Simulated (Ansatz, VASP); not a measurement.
# Ag in VASP and in Ansatz

```xyz
1
Lattice="-1.6557 1.6557 1.6557 1.6557 -1.6557 1.6557 1.6557 1.6557 -1.6557" Properties=species:S:1:pos:R:3 pbc="T T T"
Ag    0.0000    0.0000    0.0000
```

Alike in both runs: task single point; functional PBE; k mesh 11 × 11 × 11; occupations fermi-dirac, width 0.05 eV; no spin polarisation.

|  | VASP | Ansatz |
| --- | --- | --- |
| version | VASP 6.6.1 | Ansatz 0.2.0 |
| potentials or method | VASP PAW PBE potentials, release 64 (Ag), cutoff 520 eV | all-electron LAPW, scalar-relativistic |

```tsv
	VASP	Ansatz	Ansatz less VASP
gap on the k mesh at the Fermi level (eV)	none	none	-
pressure (GPa)	-0.9	-0.8	+0.11
```

A gap of «none» marks a metal or a gap that the smearing closes. Ansatz ran all-electron here, and VASP with PAW potentials.
